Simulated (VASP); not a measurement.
Set up this calculation in VASP 6.6.1, as the native input.

```
Task                   : single point
Functional             : PBE
Potentials or basis    : VASP PAW PBE potentials, release 64 (Pb_d, F)
Cutoff                 : 520 eV
k mesh                 : 8 × 8 × 8
Occupations            : fermi-dirac, width 0.05 eV
Spin                   : no spin polarisation
Dipole correction      : no
Further INCAR settings : ALGO = Normal; EDIFF = 1e-06; NBANDS = 21
```

The structure of PbF2 (Fluorocronite) lies in POSCAR:

```
PbF2
1.0
    0.0000000000      2.9636600000      2.9636600000
    2.9636600000      0.0000000000      2.9636600000
    2.9636600000      2.9636600000      0.0000000000
Pb F
1 2
Direct
    0.0000000000      0.0000000000      0.0000000000
    0.7500000000      0.7500000000      0.7500000000
    0.2500000000      0.2500000000      0.2500000000
```

One way to write it, as run:

INCAR

```
PREC = Accurate ; ENCUT = 520
EDIFF = 1E-6 ; ISMEAR = -1
SIGMA = 0.05 ; LREAL = F
LASPH = T ; NELM = 60
ALGO = Normal ; ISIF = 2
LWAVE = F ; LCHARG = T
GGA = PE ; LELF = T
LVHAR = T ; NBANDS = 21
```

KPOINTS

```
Automatic mesh
0
Gamma
  8 8 8
```

Potentials or basis: VASP PAW PBE potentials, release 64 (Pb_d, F).

Launch:

```bash
$ cat potpaw_PBE.64/Pb_d/POTCAR potpaw_PBE.64/F/POTCAR > POTCAR
$ mpirun -np 1 vasp_std > vasp.out
```

It gave:

```json
{
 "Pressure": "2.5 GPa",
 "Band gap on the k mesh": "4.42 eV, indirect (least direct gap 4.56 eV)"
}
```

Caveat: spin-orbit coupling is left out, which moves the levels of the heavy elements.

It took 11 s on 1 thread of Intel(R) Xeon(R) 6975P-C (Granite Rapids), with other jobs on the host, peak memory 0.18 GiB.
